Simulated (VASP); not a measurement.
Set up this calculation in VASP 6.6.1, as the native input.

```
Task                   : single point
Functional             : PBE
Potentials or basis    : VASP PAW PBE potentials, release 64 (Al, Cu)
Cutoff                 : 520 eV
k mesh                 : 8 × 8 × 14
Occupations            : gaussian, width 0.1 eV
Spin                   : no spin polarisation
Dipole correction      : no
Further INCAR settings : ALGO = Fast; EDIFF = 1e-06; NBANDS = 20
```

The structure of Al4Cu lies in POSCAR:

```
Al4Cu
1.0
    4.0773508431     -3.9659884290      0.0000000000
    4.0773508431      3.9659884290      0.0000000000
    0.0000000000      0.0000000000      2.7000530366
Al Cu
4 1
Direct
    0.7351788305      0.2648211695      0.5000000000
    0.2648211695      0.7351788305      0.5000000000
    0.3010006760      0.3010006760      0.0000000000
    0.6989993240      0.6989993240      0.0000000000
    0.0000000000      0.0000000000      0.0000000000
```

The cell was built from a structure type or drawn by symmetry, and may not be a known phase.

One way to write it, as run:

INCAR

```
PREC = Accurate
ENCUT = 520
EDIFF = 1E-6
ISMEAR = 0
SIGMA = 0.1
LREAL = False
LASPH = True
NELM = 60
ALGO = Fast
ISIF = 2
LWAVE = False
LCHARG = False
GGA = PE
NBANDS = 20
```

KPOINTS

```
regular mesh
0
Gamma
  8 8 14
```

Potentials or basis: VASP PAW PBE potentials, release 64 (Al, Cu).

Run with:

```bash
$ cat potpaw_PBE.64/Al/POTCAR potpaw_PBE.64/Cu/POTCAR > POTCAR
$ mpirun -np 1 vasp_std > vasp.out
```

Results of the run:

```json
{"Pressure": "0.0 GPa", "Largest force": "0.018 eV/Å", "Band gap on the k mesh": "zero (an odd number of electrons rules out a gap without spin polarisation)"}
```

Run time: 2.1 min on 1 thread of Intel(R) Xeon(R) 6975P-C (Granite Rapids), with other jobs on the host, peak memory 0.38 GiB.
